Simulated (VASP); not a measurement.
# Se (P6_3/mmc) in VASP: further runs

Se is run at these levels: PBEsol; tasks: relaxation of cell and atoms.

Everything below comes from runs of VASP 6.6.1. Logs are shortened: lines on timing, memory, paths and dates and some standing lists are left out, and cuts for length are marked.

## (1) The cell of the first run

The structure is hexagonal, space group P6_3/mmc (No. 194). Conventional cell: a = 2.373 Å, b = 2.373 Å, c = 3.845 Å, α = 90.00°, β = 90.00°, γ = 120.00°. Se (site symmetry -6m2) has 12 Se at 2.36 to 2.37 Å within 3.1 Å.

This isn't the form of Se at room conditions, which is trigonal, of chains.

## (2) Relaxation of cell and atoms, PBEsol, target pressure 290 GPa, at which the enthalpy is minimised

INCAR

```
SYSTEM = Se
PREC = Accurate ; ENCUT = 600
EDIFF = 1E-6 ; ISMEAR = -1
SIGMA = 0.08 ; LREAL = .False.
LASPH = .True. ; NELM = 80
ALGO = Normal ; ISIF = 3
LWAVE = .False. ; LCHARG = .False.
GGA = PS ; IBRION = 2
NSW = 60 ; EDIFFG = -0.005
PSTRESS = 2900.0
```

KPOINTS

```
Automatic mesh
0
Gamma
  18 18 10
  0 0 0
```

POSCAR

```
Se
1.0
    2.3731616839      0.0000000000      0.0000000000
   -1.1865808419      2.0552183055      0.0000000000
    0.0000000000      0.0000000000      3.8445219279
Se
2
Direct
    0.3333333333      0.6666666667      0.2500000000
    0.6666666667      0.3333333333      0.7500000000
```

Potentials or basis: VASP PAW PBE potentials, release 64 (Se).

On the command line:

```console
$ cat potpaw_PBE.64/Se/POTCAR > POTCAR
$ mpirun -np 1 vasp_std > vasp.out
```

OUTCAR:

```text
SYSTEM = Se
   PREC = Accurate
   ENCUT = 600
   EDIFF = 1E-6
   ISMEAR = -1
   LREAL = .False.
   LASPH = .True.
   NELM = 80
   ISIF = 3
   GGA = PS
   IBRION = 2
   NSW = 60
   EDIFFG = -0.005
   PSTRESS = 2900.0

 ion  position               nearest neighbor table
   1  0.333  0.667  0.250-   2 2.36   2 2.36   2 2.36   2 2.36   2 2.36   2 2.36
   2  0.667  0.333  0.750-   1 2.36   1 2.36   1 2.36   1 2.36   1 2.36   1 2.36

  LATTYP: Found a hexagonal cell.
 ALAT       =     2.3731616839
 C/A-ratio  =     1.6200000000

  Lattice vectors:

 A1 = (   2.3731616839,   0.0000000000,   0.0000000000)
 A2 = (  -1.1865808419,   2.0552183055,   0.0000000000)
 A3 = (   0.0000000000,   0.0000000000,   3.8445219279)

Analysis of symmetry for initial positions (statically):
=====================================================================
 Subroutine PRICEL returns:
 Original cell was already a primitive cell.

 Routine SETGRP: Setting up the symmetry group for a
 hexagonal supercell.

 Subroutine GETGRP returns: Found 24 space group operations
 (whereof 12 operations were pure point group operations)
 out of a pool of 24 trial point group operations.

The static configuration has the point symmetry D_3d.
 The point group associated with its full space group is D_6h.

Analysis of symmetry for dynamics (positions and initial velocities):
=====================================================================
 Subroutine PRICEL returns:
 Original cell was already a primitive cell.

 Routine SETGRP: Setting up the symmetry group for a
 hexagonal supercell.

 Subroutine GETGRP returns: Found 24 space group operations
 (whereof 12 operations were pure point group operations)
 out of a pool of 24 trial point group operations.

The dynamic configuration has the point symmetry D_3d.
 The point group associated with its full space group is D_6h.

 Subroutine INISYM returns: Found 24 space group operations
 (whereof 12 operations are pure point group operations),
 and found     1 'primitive' translations

----------------------------------------------------------------------------------------

                                     Primitive cell

  volume of cell :      18.7511

  direct lattice vectors                    reciprocal lattice vectors
     2.373161684  0.000000000  0.000000000     0.421378790  0.243283158  0.000000000
    -1.186580842  2.055218305  0.000000000     0.000000000  0.486566316  0.000000000
     0.000000000  0.000000000  3.844521928     0.000000000  0.000000000  0.260110365

[... 110 lines left out ...]
   AEXX    =    0.0000 exact exchange contribution
   IVDW    =     0    specifies the selected vdW correction
   LEPSILON=     F    determine dielectric tensor
   LRPA    =     F    only Hartree local field effects (RPA)
 conjugate gradient relaxation of ions
 non-spin polarized calculation
  energy-cutoff  :      600.00
  volume of cell :       18.75
 maximum number of plane-waves:       646
 NGX is ok and might be reduce to    20
   NGX =  9   NGY =  9   NGZ = 15

--------------------------------------- Ionic step        1  -------------------------------------------

 number of electron      12.0000000 magnetization

 Free energy of the ion-electron system (eV)
  ---------------------------------------------------
  ext. energy  EPLUGINS =         0.00000000
  ---------------------------------------------------
  free energy    TOTEN  =         3.12075427 eV

  energy without entropy =        3.13702527  energy(sigma->0) =        3.12888977

------------------------ aborting loop because EDIFF is reached ----------------------------------------

  FORCE on cell =-STRESS in cart. coord.  units (eV):
  Direction    XX          YY          ZZ          XY          YZ          ZX
  --------------------------------------------------------------------------------------
  -------------------------------------------------------------------------------------
  Total       35.9071360     35.9071360     33.0109377      0.0000000     -0.0000000      0.0000000
  in kB     3068.0590875   3068.0590874   2820.5955319      0.0000001     -0.0000000      0.0000000
  external PRESSURE =      85.5712356 kB  Pullay stress =    2900.0000000 kB
[... 97 lines left out ...]
  energy  without entropy=        2.3756299146  energy(sigma->0) =        2.36755757

  enthalpy is  TOTEN    =        37.0334840034 eV   P V=       34.6739987734

[... ionic steps 4 to 7 ...]

--------------------------------------- Ionic step        8  -------------------------------------------

 number of electron      11.9999999 magnetization

------------------------ aborting loop because EDIFF is reached ----------------------------------------
[... 71 lines left out ...]
--------------------------------------- Ionic step       10  -------------------------------------------

 number of electron      11.9999999 magnetization

 Free energy of the ion-electron system (eV)
  ---------------------------------------------------
  ext. energy  EPLUGINS =         0.00000000
  ---------------------------------------------------
  free energy    TOTEN  =         2.75335118 eV

  energy without entropy =        2.76399255  energy(sigma->0) =        2.75867186

 E-fermi :  18.4581     XC(G=0): -14.4334

 val. band max:       18.4502400158   @ k =   0.2222   0.0000   0.2000
 cond. band min:      18.4770041115   @ k =   0.2778   0.1667   0.1000
 fundamental gap:      0.0267640956
 Fermi energy:        18.4580648956

 k-point     1 :       0.0000    0.0000    0.0000
  band No.  band energies     occupation
      1      -8.3404      2.00000
      2       2.3224      2.00000
      3       2.9948      2.00000
      4      22.1364      0.00000
      5      22.1364      0.00000
      6      25.5478      0.00000
      7      25.5478      0.00000
      8      29.2027      0.00000
      9      29.8387      0.00000
     10      30.4312      0.00000
[... 287 lines left out ...]
 k-point    24 :       0.3889    0.1111    0.0000
  band No.  band energies     occupation
      1      -1.3274      2.00000
      2       2.7810      2.00000
      3       9.1823      2.00000
      4       9.6937      2.00000
      5      11.9909      2.00000
      6      13.1894      2.00000
      7      14.6554      2.00000
      8      21.5697      0.00000
      9      24.6066      0.00000
     10      24.6969      0.00000

 [... further k-points ...]

------------------------ aborting loop because EDIFF is reached ----------------------------------------

  FORCE on cell =-STRESS in cart. coord.  units (eV):
  Direction    XX          YY          ZZ          XY          YZ          ZX
  --------------------------------------------------------------------------------------
  -------------------------------------------------------------------------------------
  Total       34.2423342     34.2423342     34.2349948      0.0000000      0.0000000      0.0000000
  in kB     2900.1698955   2900.1698949   2899.5482751      0.0000003      0.0000000      0.0000000
  external PRESSURE =      -0.0373115 kB  Pullay stress =    2900.0000000 kB
[... 21 lines left out ...]
  energy  without entropy=        2.7639925474  energy(sigma->0) =        2.75867186

  enthalpy is  TOTEN    =        36.9936794690 eV   P V=       34.2403282887

 reached required accuracy - stopping structural energy minimisation
```

Wall time 5.4 min (1 thread of Intel Xeon 8259CL, shared host); peak memory 0.19 GiB.

What came out:

```
Free energy                                                : 2.7534 eV
Relaxed volume                                             : 9.46 Å³/atom
Relaxed cell                                               : a = 2.421 Å, b = 2.421 Å, c = 3.727 Å, α = 90.00°, β = 90.00°, γ = 120.00°
Space group after relaxing (to 0.1 Å)                      : P6_3/mmc (No. 194)
Energy change on relaxing (the run minimises the enthalpy) : -183.7 meV/atom
Ionic steps                                                : 10
Pressure after relaxing                                    : 290.0 GPa
Band gap on the k mesh                                     : zero (bands 6 and 7 overlap by 12.20 eV)
```

Step by step:
```tsv
step	energy change (eV)	largest force (eV/Å)	pressure (GPa)	volume (Å³)
1	0.0000	0.0000	298.56	18.75
2	-2.2998	0.0000	232.67	20.11
3	-0.7613	0.0000	276.45	19.16
4	-0.5938	0.0000	283.66	19.05
5	-0.6392	0.0000	281.95	19.07
6	-0.6521	0.0000	281.45	19.08
7	0.0116	0.0000	301.32	18.71
8	-0.3727	0.0000	289.79	18.92
9	-0.3689	0.0000	289.94	18.92
10	-0.3674	0.0000	290.00	18.92
```

Final structure:
```cif
data_structure
_symmetry_space_group_name_H-M 'P 1'
_symmetry_Int_Tables_number 1
_cell_length_a 2.4209
_cell_length_b 2.4209
_cell_length_c 3.7271
_cell_angle_alpha 90.000
_cell_angle_beta 90.000
_cell_angle_gamma 120.000
_cell_volume 18.92
loop_
_atom_site_label
_atom_site_type_symbol
_atom_site_fract_x
_atom_site_fract_y
_atom_site_fract_z
_atom_site_occupancy
Se1 Se 0.33333 0.66667 0.25000 1
Se2 Se 0.66667 0.33333 0.75000 1
```

Levels at points of the mesh, in eV from the Fermi level:
```
           k point  band 4  band 5  band 6  band 7  band 8  band 9
(0.00, 0.00, 0.00)    3.68    3.68    7.09    7.09   10.74   11.38
(0.50, 0.00, 0.00)   -7.94   -7.71   -4.88   -3.11    2.34    5.56
(0.00, 0.00, 0.50)   -2.40    5.82    5.82    5.82    5.82   11.89
(0.50, 0.00, 0.50)  -14.51   -0.31   -0.31    2.41    2.41    5.95
```

Caveat: the cell is relaxed towards a set pressure, so the run minimises the enthalpy, not the energy; the PAW data sets were made with another functional, which shifts forces and pressure a little.

## (3) Relaxation of cell and atoms, PBEsol, target pressure 290 GPa, at which the enthalpy is minimised

This run uses another cell than the first one, of 9.40 Å³/atom.

INCAR

```
SYSTEM = Se
  ALGO = Normal
  EDIFF = 1E-6
  EDIFFG = -0.005
  ENCUT = 600
  GGA = PS
  IBRION = 2
  ISIF = 3
  ISMEAR = -1
  LASPH = .True.
  LCHARG = .False.
  LREAL = .False.
  LWAVE = .False.
  NELM = 80
  NSW = 32
  PREC = Accurate
  PSTRESS = 2900.0
  SIGMA = 0.08
```

KPOINTS

```
k-points
0
Gamma
  18 18 10
  0 0 0
```

POSCAR

```
Se
1.0
    2.4161169815      0.0000000000      0.0000000000
   -1.2080584907      2.0924186845      0.0000000000
    0.0000000000      0.0000000000      3.7178361706
Se
2
Direct
    0.3333333333      0.6666666667      0.2500000000
    0.6666666667      0.3333333333      0.7500000000
```

Potentials or basis: VASP PAW PBE potentials, release 64 (Se).

On the command line:

```console
$ cat potpaw_PBE.64/Se/POTCAR > POTCAR
$ mpirun -np 1 vasp_std > vasp.out
```

Wall time 4.3 min (1 thread of Intel Xeon 8259CL, shared host); peak memory 0.18 GiB.

It converged, with:

```yaml
Free_energy: 2.7534 eV
Relaxed_volume: 9.46 Å³/atom
Relaxed_cell: a = 2.421 Å, b = 2.421 Å, c = 3.727 Å, α = 90.00°, β = 90.00°, γ = 120.00°
Space_group_after_relaxing_to_0.1_Å: P6_3/mmc (No. 194)
Energy_change_on_relaxing_the_run_minimises_the_enthalpy: -111.1 meV/atom
Ionic_steps: 9
Pressure_after_relaxing: 289.9 GPa
Band_gap_on_the_k_mesh: zero (bands 6 and 7 overlap by 12.20 eV)
```

Step by step:
```csv
step,energy change (eV),largest force (eV/Å),pressure (GPa),volume (Å³)
1,0.0000,0.0000,296.78,18.80
2,-1.8431,0.0000,241.09,19.90
3,-0.2285,0.0000,289.81,18.92
4,-0.2225,0.0000,289.96,18.92
5,-0.2181,0.0000,290.11,18.91
6,-0.2175,0.0000,290.13,18.91
7,-0.2178,0.0000,290.13,18.91
8,-0.2320,0.0000,289.70,18.92
9,-0.2221,0.0000,289.95,18.92
```

Final structure:
```xyz
2
Lattice="2.4209 0.0000 0.0000 -1.2104 2.0965 0.0000 0.0000 0.0000 3.7271" Properties=species:S:1:pos:R:3 pbc="T T T"
Se    0.0000    1.3977    0.9318
Se    1.2104    0.6988    2.7953
```

Levels at points of the mesh, in eV from the Fermi level:
```csv
k point,band 3,band 4,band 5,band 6,band 7,band 8,band 9,band 10
"(0.00, 0.00, 0.00)",-15.46,3.68,3.68,7.09,7.09,10.74,11.38,11.97
"(0.50, 0.00, 0.00)",-8.35,-7.94,-7.71,-4.88,-3.11,2.34,5.56,10.66
"(0.00, 0.00, 0.50)",-2.40,-2.40,5.82,5.82,5.82,5.82,11.89,11.89
"(0.50, 0.00, 0.50)",-14.51,-14.51,-0.31,-0.31,2.41,2.41,5.95,5.95
```

Caveat: the cell is relaxed towards a set pressure, so the run minimises the enthalpy, not the energy; the PAW data sets were made with another functional, which shifts forces and pressure a little.

The gap in the log of VASP goes by the Fermi energy; the results here count the filled bands.